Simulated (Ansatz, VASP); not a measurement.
## Zn3O2: VASP beside Ansatz

Contents of INCAR:

```
PREC = Accurate
ENCUT = 600
EDIFF = 1E-6
ISMEAR = 0
SIGMA = 0.1
LREAL = False
LASPH = True
NELM = 60
ALGO = Normal
ISIF = 3
LWAVE = False
LCHARG = False
GGA = PE
IBRION = 2
NSW = 90
EDIFFG = -0.04
```

Contents of KPOINTS:

```
regular mesh
0
Gamma
  6 6 6
```

File POSCAR:

```
Zn3O2
1.0
    1.5354499553      0.8864924450      7.1175894086
   -1.5354499553      0.8864924450      7.1175894086
    0.0000000000     -1.7729848900      7.1175894086
Zn O
3 2
Direct
    0.0000000000      0.0000000000      0.0000000000
    0.2095000000      0.2095000000      0.2095000000
    0.7905000000      0.7905000000      0.7905000000
    0.4000000000      0.4000000000      0.4000000000
    0.6000000000      0.6000000000      0.6000000000
```

Input for Ansatz:

```yaml
crystal:
  lattice:
    - [1.5354499553, 0.886492445, 7.1175894086]
    - [-1.5354499553, 0.886492445, 7.1175894086]
    - [0.0, -1.77298489, 7.1175894086]
  atoms:
    - { symbol: Zn, position: [0.0, 0.0, 0.0] }
    - { symbol: Zn, position: [0.2095, 0.2095, 0.2095] }
    - { symbol: Zn, position: [0.7905, 0.7905, 0.7905] }
    - { symbol: O, position: [0.4, 0.4, 0.4] }
    - { symbol: O, position: [0.6, 0.6, 0.6] }
basis:
  ecutwfc: 420
kpoints:
  mp_grid: { grid: [6, 6, 6] }
hamiltonian:
  xc: pbe
scf:
  occupations: { method: gaussian, width: 0.1 }
  lower_state_search: "off"
output:
  forces: true
  stress: true
  eigenvalues: true
relax:
  adjacent_minimum: "off"
  f_tol: 0.04
  max_steps: 70
  cell: { stress_tol: 0.4 }
```

Alike in both runs: task relaxation of cell and atoms; functional PBE; k mesh 6 × 6 × 6; occupations gaussian, width 0.1 eV; no spin polarisation.

```csv
,VASP,Ansatz
version,VASP 6.6.1,Ansatz 0.2.0
potentials or method,"VASP PAW PBE potentials, release 64 (Zn, O), cutoff 600 eV","scalar-relativistic, plane waves, PAW"
valence electrons in the cell,48,48
```

|  | VASP | Ansatz | Ansatz less VASP |
| --- | --- | --- | --- |
| gap on the k mesh at the Fermi level, each at its own relaxed structure (eV) | none | none | - |
| relaxed volume (Å³/atom) | 11.48 | 11.44 | -0.037 |
| relaxed cell length with the largest relative difference (Å) | 7.365 | 7.356 | -0.0086 |

A gap of «none» marks a metal or a gap that the smearing closes.

The k mesh is coarse, so the values compare programs but aren't converged.
